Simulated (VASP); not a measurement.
# Ru3Se (Pm-3m) in VASP: notebook

Runs on Ru3Se. Level: PBE. Tasks: single point, relaxation of cell and atoms.

Program: VASP 6.6.1. These are calculated values, not measurements. Logs are shortened: lines on timing, memory, paths and dates and some standing lists are left out, and cuts for length are marked.

## 1. The cell of the first run

Symmetry: Pm-3m, No. 221, cubic system. Conventional cell: a = 3.867 Å, b = 3.867 Å, c = 3.867 Å, α = 90.00°, β = 90.00°, γ = 90.00°. Ru (site symmetry 4/mmm) has 8 Ru at 2.73 Å and 4 Se at 2.73 Å within 3.6 Å. Within 3.6 Å of Se (site symmetry m-3m) lie 12 Ru at 2.73 Å.

## 2. Single point, PBE

Contents of INCAR:

```
SYSTEM = Ru3Se
ALGO = Normal ; EDIFF = 1E-6
ENCUT = 520 ; GGA = PE
ISIF = 2 ; ISMEAR = 0
LASPH = .TRUE. ; LCHARG = .FALSE.
LREAL = .FALSE. ; LWAVE = .FALSE.
NBANDS = 32 ; NELM = 60
PREC = Accurate ; SIGMA = 0.1
```

Contents of KPOINTS:

```
k-points
0
G
  4 4 4
  0 0 0
```

Contents of POSCAR:

```
Ru3Se
1.0
    3.8672567002      0.0000000000      0.0000000000
    0.0000000000      3.8672567002      0.0000000000
    0.0000000000      0.0000000000      3.8672567002
Ru Se
3 1
Direct
    0.0000000000      0.5000000000      0.5000000000
    0.5000000000      0.0000000000      0.5000000000
    0.5000000000      0.5000000000      0.0000000000
    0.0000000000      0.0000000000      0.0000000000
```

Potentials or basis: VASP PAW PBE potentials, release 64 (Ru_pv, Se).

Launch:

```console
$ cat potpaw_PBE.64/Ru_pv/POTCAR potpaw_PBE.64/Se/POTCAR > POTCAR
$ mpirun -np 1 vasp_std > vasp.out
```

OUTCAR:

```text
SYSTEM = Ru3Se
   EDIFF = 1E-6
   ENCUT = 520
   GGA = PE
   ISIF = 2
   ISMEAR = 0
   LASPH = .TRUE.
   LREAL = .FALSE.
   NELM = 60
   PREC = Accurate

 ion  position               nearest neighbor table
   1  0.000  0.500  0.500-   2 2.73   3 2.73   4 2.73   3 2.73   4 2.73   2 2.73   4 2.73   4 2.73
                             2 2.73   3 2.73   3 2.73   2 2.73
   2  0.500  0.000  0.500-   1 2.73   3 2.73   4 2.73   3 2.73   4 2.73   1 2.73   3 2.73   3 2.73
                             1 2.73   4 2.73   4 2.73   1 2.73
   3  0.500  0.500  0.000-   1 2.73   2 2.73   4 2.73   1 2.73   2 2.73   2 2.73   4 2.73   2 2.73
                             1 2.73   4 2.73   1 2.73   4 2.73
   4  0.000  0.000  0.000-   1 2.73   2 2.73   3 2.73   1 2.73   2 2.73   1 2.73   3 2.73   1 2.73
                             2 2.73   3 2.73   2 2.73   3 2.73

  LATTYP: Found a simple cubic cell.
 ALAT       =     3.8672567002

  Lattice vectors:

 A1 = (   3.8672567002,   0.0000000000,   0.0000000000)
 A2 = (   0.0000000000,   3.8672567002,   0.0000000000)
 A3 = (   0.0000000000,   0.0000000000,   3.8672567002)

Analysis of symmetry for initial positions (statically):
=====================================================================
 Subroutine PRICEL returns:
 Original cell was already a primitive cell.

 Routine SETGRP: Setting up the symmetry group for a
 simple cubic supercell.

 Subroutine GETGRP returns: Found 48 space group operations
 (whereof 48 operations were pure point group operations)
 out of a pool of 48 trial point group operations.

The static configuration has the point symmetry O_h .

Analysis of symmetry for dynamics (positions and initial velocities):
=====================================================================
 Subroutine PRICEL returns:
 Original cell was already a primitive cell.

 Routine SETGRP: Setting up the symmetry group for a
 simple cubic supercell.

 Subroutine GETGRP returns: Found 48 space group operations
 (whereof 48 operations were pure point group operations)
 out of a pool of 48 trial point group operations.

The dynamic configuration has the point symmetry O_h .

 Subroutine INISYM returns: Found 48 space group operations
 (whereof 48 operations are pure point group operations),
 and found     1 'primitive' translations

----------------------------------------------------------------------------------------

                                     Primitive cell

  volume of cell :      57.8374

  direct lattice vectors                    reciprocal lattice vectors
     3.867256700  0.000000000  0.000000000     0.258581231  0.000000000  0.000000000
     0.000000000  3.867256700  0.000000000     0.000000000  0.258581231  0.000000000
     0.000000000  0.000000000  3.867256700     0.000000000  0.000000000  0.258581231

  length of vectors
     3.867256700  3.867256700  3.867256700     0.258581231  0.258581231  0.258581231

  position of ions in fractional coordinates (direct lattice)
     0.000000000  0.500000000  0.500000000
     0.500000000  0.000000000  0.500000000
     0.500000000  0.500000000  0.000000000
     0.000000000  0.000000000  0.000000000

  ion indices of the primitive-cell ions
   primitive index   ion index
                 1           1
                 2           2
                 3           3
                 4           4

----------------------------------------------------------------------------------------

 KPOINTS: k-points

Automatic generation of k-mesh.
 Grid dimensions read from file:
 generate k-points for:    4    4    4

 Generating k-lattice:

  Cartesian coordinates                     Fractional coordinates (reciprocal lattice)
     0.064645308  0.000000000  0.000000000     0.250000000  0.000000000  0.000000000
     0.000000000  0.064645308  0.000000000     0.000000000  0.250000000  0.000000000
     0.000000000  0.000000000  0.064645308     0.000000000  0.000000000  0.250000000

  Length of vectors
     0.064645308  0.064645308  0.064645308

  Shift w.r.t. Gamma in fractional coordinates (k-lattice)
     0.000000000  0.000000000  0.000000000

 Subroutine IBZKPT returns following result:
 ===========================================

 Found     10 irreducible k-points:

 Following reciprocal coordinates:
            Coordinates               Weight
  0.000000  0.000000  0.000000      1.000000
  0.250000  0.000000  0.000000      6.000000
  0.500000  0.000000  0.000000      3.000000
  0.250000  0.250000  0.000000     12.000000
  0.500000  0.250000  0.000000     12.000000
  0.500000  0.500000  0.000000      3.000000
  0.250000  0.250000  0.250000      8.000000
  0.500000  0.250000  0.250000     12.000000
  0.500000  0.500000  0.250000      6.000000
  0.500000  0.500000  0.500000      1.000000
   k-points           NKPTS =     10   k-points in BZ     NKDIM =     10   number of bands    NBANDS=     32
   number of dos      NEDOS =    301   number of ions     NIONS =      4
   total plane-waves  NPLWV =  27000
   dimension x,y,z NGX =    30 NGY =   30 NGZ =   30
   dimension x,y,z NGXF=    60 NGYF=   60 NGZF=   60
   ions per type =               3   1
   NGX,Y,Z   is equivalent  to a cutoff of  12.90, 12.90, 12.90 a.u.
   NGXF,Y,Z  is equivalent  to a cutoff of  25.79, 25.79, 25.79 a.u.
 SYSTEM =  Ru3Se
   PREC   = accura    normal or accurate (medium, high low for compatibility)
   ISTART =      0    job   : 0-new  1-cont  2-samecut
   ICHARG =      2    charge: 1-file 2-atom 10-const
   ISPIN  =      1    spin polarized calculation?
   LNONCOLLINEAR =      F non collinear calculations
   LSORBIT =      F    spin-orbit coupling
   LASPH  =      T    aspherical Exc in radial PAW
   ENCUT  =  520.0 eV  38.22 Ry    6.18 a.u.   7.19  7.19  7.19*2*pi/ulx,y,z
   NELM   =     60;   NELMIN=  2; NELMDL= -5     # of ELM steps
   EDIFF  = 0.1E-05   stopping-criterion for ELM
   LREAL  =      F    real-space projection
   EDIFFG = 0.1E-04   stopping-criterion for IOM
   NSW    =      0    number of steps for IOM
   IBRION =     -1    ionic relax: 0-MD 1-quasi-New 2-CG
   NFREE  =      0    steps in history (QN), initial steepest desc. (CG)
   ISIF   =      2    stress and relaxation
   ISYM   =      2    0-nonsym 1-usesym 2-fastsym
   POTIM  = 0.5000    time-step for ionic-motion
   TEBEG  =    0.0;   TEEND  =   0.0 temperature during run
   PSTRESS=    0.0 pullay stress
   NELECT =      48.0000    total number of electrons
   NUPDOWN=      -1.0000    fix difference up-down
   EMIN   =  10.00;   EMAX   =-10.00  energy-range for DOS
   EFERMI =   0.00;   METHOD = LEGACY
   ISMEAR =     0;   SIGMA  =   0.10  broadening in eV -4-tet -1-fermi 0-gaus
   EFERMI_NEDOS =   21; number of points for ismear=-14 and -15
   IALGO  =     38    algorithm
   IMIX   =      4    mixing-type and parameters
     AMIX     =   0.40;   BMIX     =  1.00
     AMIX_MAG =   1.60;   BMIX_MAG =  1.00
  volume/ion in A,a.u.               =      14.46        97.58
  Fermi-wavevector in a.u.,A,eV,Ry     =   1.538458  2.907264 32.202980  2.366852
  Thomas-Fermi vector in A             =   2.644823
   LORBIT       =      0    0 simple, 1 ext, 2 COOP (PROOUT), +10 PAW based schemes
   GGA     = PE    functional components
   LHFCALC =     F    Hartree Fock is set to
   AEXX    =    0.0000 exact exchange contribution
   IVDW    =     0    specifies the selected vdW correction
   LEPSILON=     F    determine dielectric tensor
   LRPA    =     F    only Hartree local field effects (RPA)
 non-spin polarized calculation
 Gauss-broadening in eV      SIGMA  =   0.10
  energy-cutoff  :      520.00
  volume of cell :       57.84
 maximum number of plane-waves:      1596
 NGX is ok and might be reduce to    30
   NGX = 15   NGY = 15   NGZ = 15

 number of electron      48.0000024 magnetization

 Free energy of the ion-electron system (eV)
  ---------------------------------------------------
  ext. energy  EPLUGINS =         0.00000000
  ---------------------------------------------------
  free energy    TOTEN  =       -28.99429383 eV

  energy without entropy =      -28.97152089  energy(sigma->0) =      -28.98290736

 E-fermi :  11.4581     XC(G=0): -13.3084

 val. band max:       11.4364282253   @ k =   0.2500   0.0000   0.0000
 cond. band min:      11.4586010675   @ k =   0.5000   0.5000   0.0000
 fundamental gap:      0.0221728422
 Fermi energy:        11.4581101364

 k-point     1 :       0.0000    0.0000    0.0000
  band No.  band energies     occupation
      1     -31.2781      2.00000
      2     -31.2781      2.00000
      3     -31.2781      2.00000
      4     -30.8657      2.00000
      5     -30.8657      2.00000
      6     -30.8657      2.00000
[... 24 lines left out ...]
     31      19.1342      0.00000
     32      19.1342      0.00000

 k-point     2 :       0.2500    0.0000    0.0000
  band No.  band energies     occupation
      1     -31.2316      2.00000
      2     -31.2316      2.00000
      3     -31.1991      2.00000
      4     -30.8837      2.00000
      5     -30.8837      2.00000
      6     -30.8709      2.00000
[... 24 lines left out ...]
     31      19.3093      0.00000
     32      19.3093      0.00000

 k-point     3 :       0.5000    0.0000    0.0000
  band No.  band energies     occupation
      1     -31.1704      2.00000
      2     -31.1704      2.00000
      3     -31.0088      2.00000
      4     -30.9851      2.00000
      5     -30.9192      2.00000
      6     -30.9192      2.00000
[... 24 lines left out ...]
     31      18.0171      0.00000
     32      18.0171      0.00000

 k-point     4 :       0.2500    0.2500    0.0000
  band No.  band energies     occupation
      1     -31.2643      2.00000
      2     -31.1817      2.00000
      3     -31.0823      2.00000
      4     -30.9997      2.00000
      5     -30.8917      2.00000
      6     -30.8452      2.00000
[... 24 lines left out ...]
     31      18.3487      0.00000
     32      19.4823      0.00000

 k-point     5 :       0.5000    0.2500    0.0000
  band No.  band energies     occupation
      1     -31.2255      2.00000
      2     -31.1171      2.00000
      3     -31.1116      2.00000
      4     -30.9585      2.00000
      5     -30.9294      2.00000
      6     -30.9183      2.00000
[... 24 lines left out ...]
     31      19.2194      0.00000
     32      19.3591      0.00000

 k-point     6 :       0.5000    0.5000    0.0000
  band No.  band energies     occupation
      1     -31.2633      2.00000
      2     -31.1913      2.00000
      3     -30.9998      2.00000
      4     -30.9291      2.00000
      5     -30.9291      2.00000
      6     -30.9175      2.00000
[... 24 lines left out ...]
     31      19.7347      0.00000
     32      19.7347      0.00000

 k-point     7 :       0.2500    0.2500    0.2500
  band No.  band energies     occupation
      1     -31.3398      2.00000
      2     -31.0886      2.00000
      3     -31.0886      2.00000
      4     -30.9997      2.00000
      5     -30.9277      2.00000
      6     -30.9277      2.00000
[... 24 lines left out ...]
     31      18.6746      0.00000
     32      18.6746      0.00000

 k-point     8 :       0.5000    0.2500    0.2500
  band No.  band energies     occupation
      1     -31.3531      2.00000
      2     -31.1263      2.00000
      3     -31.0980      2.00000
      4     -31.0478      2.00000
      5     -30.9459      2.00000
      6     -30.7857      2.00000
[... 24 lines left out ...]
     31      18.1963      0.00000
     32      19.8174      0.00000

 k-point     9 :       0.5000    0.5000    0.2500
  band No.  band energies     occupation
      1     -31.4165      2.00000
      2     -31.1898      2.00000
      3     -31.1103      2.00000
      4     -31.1103      2.00000
      5     -30.8437      2.00000
      6     -30.7459      2.00000
[... 24 lines left out ...]
     31      18.5141      0.00000
     32      18.7061      0.00000

 k-point    10 :       0.5000    0.5000    0.5000
  band No.  band energies     occupation
      1     -31.5118      2.00000
      2     -31.1882      2.00000
      3     -31.1882      2.00000
      4     -31.1882      2.00000
      5     -30.7456      2.00000
      6     -30.7456      2.00000
[... 24 lines left out ...]
     31      18.4241      0.00000
     32      18.4241      0.00000

------------------------ aborting loop because EDIFF is reached ----------------------------------------

  FORCE on cell =-STRESS in cart. coord.  units (eV):
  Direction    XX          YY          ZZ          XY          YZ          ZX
  --------------------------------------------------------------------------------------
  -------------------------------------------------------------------------------------
  Total        0.0046327      0.0046327      0.0046327     -0.0000000      0.0000000     -0.0000000
  in kB        0.1283328      0.1283328      0.1283328     -0.0000000      0.0000000     -0.0000000
  external PRESSURE =       0.1283328 kB  Pullay stress =       0.0000000 kB

 VOLUME and BASIS-vectors are now :
 -----------------------------------------------------------------------------
  energy-cutoff  :      520.00
  volume of cell :       57.84
      direct lattice vectors                 reciprocal lattice vectors
     3.867256700  0.000000000  0.000000000     0.258581231  0.000000000  0.000000000
     0.000000000  3.867256700  0.000000000     0.000000000  0.258581231  0.000000000
     0.000000000  0.000000000  3.867256700     0.000000000  0.000000000  0.258581231

 POSITION                                       TOTAL-FORCE (eV/Angst)
 -----------------------------------------------------------------------------------
      0.00000      1.93363      1.93363         0.000000      0.000000      0.000000
      1.93363      0.00000      1.93363         0.000000      0.000000      0.000000
      1.93363      1.93363      0.00000         0.000000      0.000000      0.000000
      0.00000      0.00000      0.00000         0.000000      0.000000      0.000000
 -----------------------------------------------------------------------------------
    total drift:                                0.000000      0.000000     -0.000000

  FREE ENERGIE OF THE ION-ELECTRON SYSTEM (eV)
  ---------------------------------------------------
  free  energy   TOTEN  =       -28.9942938327 eV

  energy  without entropy=      -28.9715208914  energy(sigma->0) =      -28.98290736
```

Run time: 18 s. Hardware: 1 thread of Intel Xeon Platinum 8488C (Sapphire Rapids), shared host; peak memory 0.17 GiB.

Results:

```yaml
Free_energy: -28.9943 eV
Pressure: 0.0 GPa
Band_gap_on_the_k_mesh: zero (bands 24 and 25 overlap by 0.95 eV)
```

Levels at points of the mesh, in eV from the Fermi level:
| k point | band 22 | band 23 | band 24 | band 25 | band 26 | band 27 |
| --- | --- | --- | --- | --- | --- | --- |
| (0.00, 0.00, 0.00) | -0.98 | -0.39 | 0.67 | 0.67 | 1.75 | 2.27 |
| (0.50, 0.00, 0.00) | -0.96 | -0.96 | -0.31 | 0.85 | 0.88 | 1.98 |
| (0.50, 0.50, 0.00) | -1.02 | -0.74 | -0.73 | -0.07 | 0.00 | 2.04 |
| (0.50, 0.50, 0.50) | -1.08 | -1.08 | -0.28 | -0.28 | 0.93 | 1.79 |

Caveat: the k points lie up to 0.41 Å⁻¹ apart, too coarse for converged energies and pressures of a metal.

(Part 1 of 2 ends here.)
